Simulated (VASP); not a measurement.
# Al3GaN4 (P-43m) in VASP: further runs, part 2 of 3

VASP 6.6.1. Earlier steps stand in the parts before.

### Step 3. Single point, r2SCAN

This run uses another cell than the first one, of 10.41 Å³/atom.

Contents of POSCAR:

```
Al3GaN4
1.0
    4.3671811766      0.0000000000      0.0000000000
    0.0000000000      4.3671811766      0.0000000000
    0.0000000000      0.0000000000      4.3671811766
Al Ga N
3 1 4
Direct
    0.5000000000      0.5000000000      0.0000000000
    0.5000000000      0.0000000000      0.5000000000
    0.0000000000      0.5000000000      0.5000000000
    0.0000000000      0.0000000000      0.0000000000
    0.7444390999      0.7444390999      0.2555609001
    0.7444390999      0.2555609001      0.7444390999
    0.2555609001      0.7444390999      0.7444390999
    0.2555609001      0.2555609001      0.2555609001
```

Contents of INCAR.step1:

```
SYSTEM = Al3GaN4
  ALGO = Normal
  EDIFF = 1E-5
  ENCUT = 910
  GGA = PE
  GGA_COMPAT = .FALSE.
  ISMEAR = 0
  LASPH = .TRUE.
  LCHARG = .FALSE.
  LREAL = .FALSE.
  LWAVE = .TRUE.
  NBANDS = 31
  NELM = 120
  PREC = Accurate
  SIGMA = 0.02
```

Contents of INCAR.step2:

```
SYSTEM = Al3GaN4
  ALGO = Normal
  EDIFF = 1E-6
  ENCUT = 910
  GGA_COMPAT = .FALSE.
  ISIF = 2
  ISMEAR = 0
  ISTART = 1
  LASPH = .TRUE.
  LCHARG = .TRUE.
  LELF = .TRUE.
  LMIXTAU = .TRUE.
  LREAL = .FALSE.
  LVHAR = .TRUE.
  LWAVE = .FALSE.
  METAGGA = R2SCAN
  NBANDS = 31
  NELM = 120
  PREC = Accurate
  SIGMA = 0.02
```

Contents of KPOINTS:

```
k-points
0
G
  6 6 6
  0 0 0
```

Potentials or basis: VASP PAW PBE potentials, release 64 (Al, Ga_d, N_h).

Launch:

```sh
cat potpaw_PBE.64/Al/POTCAR potpaw_PBE.64/Ga_d/POTCAR potpaw_PBE.64/N_h/POTCAR > POTCAR
cp INCAR.step1 INCAR
mpirun -np 1 vasp_std > vasp.out
cp INCAR.step2 INCAR
mpirun -np 1 vasp_std > vasp.out
```

OUTCAR:

```text
SYSTEM = Al3GaN4
   EDIFF = 1E-6
   ENCUT = 910
   ISIF = 2
   ISMEAR = 0
   ISTART = 1
   LASPH = .TRUE.
   LREAL = .FALSE.
   METAGGA = R2SCAN
   NELM = 120
   PREC = Accurate

 ion  position               nearest neighbor table
   1  0.500  0.500  0.000-   5 1.88   6 1.88   7 1.88   8 1.88   3 3.09   4 3.09   2 3.09   2 3.09
                             3 3.09   2 3.09   4 3.09   2 3.09   3 3.09   4 3.09   3 3.09   4 3.09
   2  0.500  0.000  0.500-   5 1.88   6 1.88   7 1.88   8 1.88   3 3.09   4 3.09   1 3.09   1 3.09
                             4 3.09   1 3.09   3 3.09   1 3.09   3 3.09   4 3.09   4 3.09   3 3.09
   3  0.000  0.500  0.500-   5 1.88   6 1.88   7 1.88   8 1.88   2 3.09   4 3.09   1 3.09   1 3.09
                             4 3.09   2 3.09   4 3.09   4 3.09   1 3.09   2 3.09   1 3.09   2 3.09
   4  0.000  0.000  0.000-   5 1.93   6 1.93   7 1.93   8 1.93   2 3.09   3 3.09   1 3.09   2 3.09
                             3 3.09   1 3.09   3 3.09   3 3.09   1 3.09   2 3.09   2 3.09   1 3.09
   5  0.744  0.744  0.256-   1 1.88   2 1.88   3 1.88   4 1.93
   6  0.744  0.256  0.744-   1 1.88   2 1.88   3 1.88   4 1.93
   7  0.256  0.744  0.744-   1 1.88   2 1.88   3 1.88   4 1.93
   8  0.256  0.256  0.256-   1 1.88   2 1.88   3 1.88   4 1.93

  LATTYP: Found a simple cubic cell.
 ALAT       =     4.3671811766

  Lattice vectors:

 A1 = (   4.3671811766,   0.0000000000,   0.0000000000)
 A2 = (   0.0000000000,   4.3671811766,   0.0000000000)
 A3 = (   0.0000000000,   0.0000000000,   4.3671811766)

Analysis of symmetry for initial positions (statically):
=====================================================================
 Subroutine PRICEL returns:
 Original cell was already a primitive cell.

 Routine SETGRP: Setting up the symmetry group for a
 simple cubic supercell.

 Subroutine GETGRP returns: Found 24 space group operations
 (whereof 24 operations were pure point group operations)
 out of a pool of 48 trial point group operations.

The static configuration has the point symmetry T_d .

Analysis of symmetry for dynamics (positions and initial velocities):
[... 146 lines left out ...]
   IVDW    =     0    specifies the selected vdW correction
   LEPSILON=     F    determine dielectric tensor
   LRPA    =     F    only Hartree local field effects (RPA)
 non-spin polarized calculation
 Gauss-broadening in eV      SIGMA  =   0.02
  energy-cutoff  :      910.00
  volume of cell :       83.29
 maximum number of plane-waves:      5232
 NGX is ok and might be reduce to    48
   NGX = 21   NGY = 21   NGZ = 21

 number of electron      41.9999998 magnetization

 Free energy of the ion-electron system (eV)
  ---------------------------------------------------
  ext. energy  EPLUGINS =         0.00000000
  ---------------------------------------------------
  free energy    TOTEN  =       -79.39348576 eV

  energy without entropy =      -79.39348576  energy(sigma->0) =      -79.39348576

 E-fermi :   6.1549     XC(G=0): -11.8616

 val. band max:        6.0422443301   @ k =   0.0000   0.0000   0.0000
 cond. band min:      10.0673865057   @ k =   0.0000   0.0000   0.0000
 fundamental gap:      4.0251421755
 Fermi energy:         6.1548584558

 k-point     1 :       0.0000    0.0000    0.0000
  band No.  band energies     occupation
      1     -10.0865      2.00000
      2      -8.0729      2.00000
      3      -8.0729      2.00000
      4      -8.0729      2.00000
      5      -6.8922      2.00000
      6      -6.8922      2.00000
[... 669 lines left out ...]
     30      17.7128      0.00000
     31      17.7138      0.00000

------------------------ aborting loop because EDIFF is reached ----------------------------------------

  FORCE on cell =-STRESS in cart. coord.  units (eV):
  Direction    XX          YY          ZZ          XY          YZ          ZX
  --------------------------------------------------------------------------------------
  -------------------------------------------------------------------------------------
  Total        2.5429175      2.5429175      2.5429175      0.0000000      0.0000000     -0.0000000
  in kB       48.9146811     48.9146811     48.9146811      0.0000000      0.0000000     -0.0000000
  external PRESSURE =      48.9146811 kB  Pullay stress =       0.0000000 kB

 VOLUME and BASIS-vectors are now :
 -----------------------------------------------------------------------------
  energy-cutoff  :      910.00
  volume of cell :       83.29
      direct lattice vectors                 reciprocal lattice vectors
     4.367181177  0.000000000  0.000000000     0.228980654  0.000000000  0.000000000
     0.000000000  4.367181177  0.000000000     0.000000000  0.228980654  0.000000000
     0.000000000  0.000000000  4.367181177     0.000000000  0.000000000  0.228980654

 POSITION                                       TOTAL-FORCE (eV/Angst)
 -----------------------------------------------------------------------------------
      2.18359      2.18359      0.00000        -0.000000     -0.000000     -0.000000
      2.18359      0.00000      2.18359        -0.000000     -0.000000     -0.000000
      0.00000      2.18359      2.18359        -0.000000     -0.000000     -0.000000
      0.00000      0.00000      0.00000        -0.000000     -0.000000     -0.000000
      3.25110      3.25110      1.11608        -0.046057     -0.046057      0.046057
      3.25110      1.11608      3.25110        -0.046057      0.046057     -0.046057
      1.11608      3.25110      3.25110         0.046057     -0.046057     -0.046057
      1.11608      1.11608      1.11608         0.046057      0.046057      0.046057
 -----------------------------------------------------------------------------------
    total drift:                                0.000000      0.000000      0.000000

  FREE ENERGIE OF THE ION-ELECTRON SYSTEM (eV)
  ---------------------------------------------------
  free  energy   TOTEN  =       -79.3934857565 eV

  energy  without entropy=      -79.3934857565  energy(sigma->0) =      -79.39348576
```

OSZICAR.step1:

```text
N       E                     dE             d eps       ncg     rms          rms(c)
DAV:   1     0.430926274620E+03    0.43093E+03   -0.26778E+04  1444   0.248E+03
DAV:   2     0.204507523510E+02   -0.41048E+03   -0.37924E+03  1400   0.599E+02
DAV:   3    -0.604205377233E+02   -0.80871E+02   -0.78908E+02  1479   0.169E+02
DAV:   4    -0.659097592225E+02   -0.54892E+01   -0.54446E+01  1712   0.465E+01
DAV:   5    -0.660670103765E+02   -0.15725E+00   -0.15710E+00  1554   0.740E+00    0.170E+01
DAV:   6    -0.564464836729E+02    0.96205E+01   -0.28698E+01  1964   0.534E+01    0.508E+00
DAV:   7    -0.566171637060E+02   -0.17068E+00   -0.31719E+00  1508   0.978E+00    0.306E+00
DAV:   8    -0.565954433886E+02    0.21720E-01   -0.24576E-01  1765   0.481E+00    0.705E-01
DAV:   9    -0.565893760578E+02    0.60673E-02   -0.39126E-02  1995   0.286E+00    0.219E-01
DAV:  10    -0.565896643125E+02   -0.28825E-03   -0.15542E-02  1586   0.682E-01    0.147E-01
DAV:  11    -0.565896043309E+02    0.59982E-04   -0.18677E-03  1758   0.333E-01    0.271E-02
DAV:  12    -0.565896187971E+02   -0.14466E-04   -0.10672E-04  1569   0.624E-02    0.188E-02
DAV:  13    -0.565896149915E+02    0.38056E-05   -0.16792E-05  1086   0.301E-02
   1 F= -.56589615E+02 E0= -.56589615E+02  d E =-.265040E-27
```

Run time: 14 min. Hardware: 1 thread of AMD EPYC 7R43 (Zen 3), shared host; peak memory 0.39 GiB.

Results:

* Free energy: -79.3935 eV
* Pressure: 4.9 GPa
* Largest force: 0.080 eV/Å
* Band gap on the k mesh: 4.03 eV

Forces on the atoms (eV/Å):
```
Al   0.000  0.000  0.000
Al   0.000  0.000  0.000
Al   0.000  0.000  0.000
Ga   0.000  0.000  0.000
N   -0.046 -0.046  0.046
N   -0.046  0.046 -0.046
N    0.046 -0.046 -0.046
N    0.046  0.046  0.046
```

Caveat: the cutoff is under 1.25 times the usual one of these potentials, so pressure, stress and relaxed cells hold a basis-set (Pulay) error; the cell stands under pressure; the PAW data sets were made with another functional, which shifts forces and pressure a little. A k mesh can miss the band edges.

### Step 4. Single point, r2SCAN

This run uses another cell than the first one, of 10.19 Å³/atom.

Contents of POSCAR:

```
Al3GaN4
1.0
    4.3364778507      0.0000000000      0.0000000000
    0.0000000000      4.3364778507      0.0000000000
    0.0000000000      0.0000000000      4.3364778507
Al Ga N
3 1 4
Direct
    0.5000000000      0.5000000000      0.0000000000
    0.5000000000      0.0000000000      0.5000000000
    0.0000000000      0.5000000000      0.5000000000
    0.0000000000      0.0000000000      0.0000000000
    0.7444174882      0.7444174882      0.2555825118
    0.7444174882      0.2555825118      0.7444174882
    0.2555825118      0.7444174882      0.7444174882
    0.2555825118      0.2555825118      0.2555825118
```

Contents of INCAR.step1:

```
SYSTEM = Al3GaN4
PREC = Accurate
ENCUT = 910
ISMEAR = 0
SIGMA = 0.02
LREAL = .FALSE.
LASPH = .TRUE.
NELM = 120
NBANDS = 31
GGA = PE
ALGO = Normal
EDIFF = 1E-5
LWAVE = .TRUE.
LCHARG = .FALSE.
GGA_COMPAT = .FALSE.
```

Contents of INCAR.step2:

```
SYSTEM = Al3GaN4
PREC = Accurate
ENCUT = 910
EDIFF = 1E-6
ISMEAR = 0
SIGMA = 0.02
LREAL = .FALSE.
LASPH = .TRUE.
NELM = 120
ALGO = Normal
ISIF = 2
LWAVE = .FALSE.
LCHARG = .FALSE.
METAGGA = R2SCAN
LMIXTAU = .TRUE.
NBANDS = 31
ISTART = 1
GGA_COMPAT = .FALSE.
```

Contents of KPOINTS:

```
regular mesh
0
G
  6 6 6
  0 0 0
```

Launch:

```sh
cat potpaw_PBE.64/Al/POTCAR potpaw_PBE.64/Ga_d/POTCAR potpaw_PBE.64/N_h/POTCAR > POTCAR
cp INCAR.step1 INCAR
mpirun -np 1 vasp_std > vasp.out
cp INCAR.step2 INCAR
mpirun -np 1 vasp_std > vasp.out
```

It took 9.6 min on 1 thread of Intel Xeon Platinum 8375C at 2.90GHz (Ice Lake), shared host; peak memory 0.42 GiB.

The run converged. Its results:

| Quantity | Value |
| --- | --- |
| Free energy | -79.3108 eV |
| Pressure | 9.9 GPa |
| Largest force | 0.084 eV/Å |
| Band gap on the k mesh | 4.05 eV |

Forces in eV/Å, atoms in the order of the input:
```
Al   0.000  0.000  0.000
Al   0.000  0.000  0.000
Al   0.000  0.000  0.000
Ga   0.000  0.000  0.000
N   -0.048 -0.048  0.048
N   -0.048  0.048 -0.048
N    0.048 -0.048 -0.048
N    0.048  0.048  0.048
```

Levels at points of the mesh, in eV from the valence-band top:
```
           k point  band 18  band 19  band 20  band 21  band 22  band 23  band 24  band 25
(0.00, 0.00, 0.00)    -2.11     0.00     0.00     0.00     4.05     4.05     4.05     4.49
(0.50, 0.00, 0.00)    -1.31    -1.31    -0.97    -0.97     6.50     6.56     6.90     6.90
(0.50, 0.50, 0.00)    -0.91    -0.59    -0.54    -0.54     8.44     8.49     8.49     8.73
(0.50, 0.50, 0.50)    -0.64    -0.36    -0.36    -0.36     6.60     8.20     8.20     8.20
```

Caveat: the cutoff is under 1.25 times the usual one of these potentials, so pressure, stress and relaxed cells hold a basis-set (Pulay) error; the cell stands under pressure; the PAW data sets were made with another functional, which shifts forces and pressure a little.

### Step 5. Single point, r2SCAN

This run uses another cell than the first one, of 10.66 Å³/atom.

Contents of POSCAR:

```
Al3GaN4
1.0
    4.4012372926      0.0000000000      0.0000000000
    0.0000000000      4.4012372926      0.0000000000
    0.0000000000      0.0000000000      4.4012372926
Al Ga N
3 1 4
Direct
    0.5000000000      0.5000000000      0.0000000000
    0.5000000000      0.0000000000      0.5000000000
    0.0000000000      0.5000000000      0.5000000000
    0.0000000000      0.0000000000      0.0000000000
    0.7444581602      0.7444581602      0.2555418398
    0.7444581602      0.2555418398      0.7444581602
    0.2555418398      0.7444581602      0.7444581602
    0.2555418398      0.2555418398      0.2555418398
```

Contents of INCAR.step1:

```
  PREC = Accurate
  ENCUT = 520
  ISMEAR = 0
  SIGMA = 0.05
  LREAL = F
  LASPH = T
  NELM = 60
  NBANDS = 31
  GGA = PE
  ALGO = Normal
  EDIFF = 1E-4
  LWAVE = T
  LCHARG = F
```

Contents of INCAR.step2:

```
  PREC = Accurate
  ENCUT = 520
  EDIFF = 1E-6
  ISMEAR = 0
  SIGMA = 0.05
  LREAL = F
  LASPH = T
  NELM = 60
  ALGO = Normal
  ISIF = 2
  LWAVE = F
  LCHARG = T
  METAGGA = R2SCAN
  LMIXTAU = T
  LELF = T
  LVHAR = T
  NBANDS = 31
  ISTART = 1
```

Contents of KPOINTS:

```
regular mesh
0
Gamma
  6 6 6
```

Potentials or basis: VASP PAW PBE potentials, release 64 (Al, Ga_d, N).

Launch:

```sh
cat potpaw_PBE.64/Al/POTCAR potpaw_PBE.64/Ga_d/POTCAR potpaw_PBE.64/N/POTCAR > POTCAR
cp INCAR.step1 INCAR
mpirun -np 1 vasp_std > vasp.out
cp INCAR.step2 INCAR
mpirun -np 1 vasp_std > vasp.out
```

It took 5 min on 1 thread of Intel Xeon 8259CL, shared host; peak memory 0.24 GiB.

Results (log left out):

* Free energy: -79.4372 eV
* Pressure: 0.0 GPa
* Largest force: 0.076 eV/Å
* Band gap on the k mesh: 4.00 eV

Forces on the atoms (eV/Å):
```
Al   0.000  0.000  0.000
Al   0.000  0.000  0.000
Al   0.000  0.000  0.000
Ga   0.000  0.000  0.000
N   -0.044 -0.044  0.044
N   -0.044  0.044 -0.044
N    0.044 -0.044 -0.044
N    0.044  0.044  0.044
```

Levels at points of the mesh, in eV from the valence-band top:
| k point | band 19 | band 20 | band 21 | band 22 | band 23 | band 24 |
| --- | --- | --- | --- | --- | --- | --- |
| (0.00, 0.00, 0.00) | 0.00 | 0.00 | 0.00 | 4.00 | 4.00 | 4.00 |
| (0.50, 0.00, 0.00) | -1.26 | -0.95 | -0.95 | 6.27 | 6.31 | 6.78 |
| (0.50, 0.50, 0.00) | -0.58 | -0.53 | -0.53 | 8.04 | 8.30 | 8.30 |
| (0.50, 0.50, 0.50) | -0.36 | -0.36 | -0.36 | 6.19 | 7.80 | 7.80 |

Caveat: the PAW data sets were made with another functional, which shifts forces and pressure a little. A k mesh can miss the band edges.

(Part 2 of 3 ends here.)
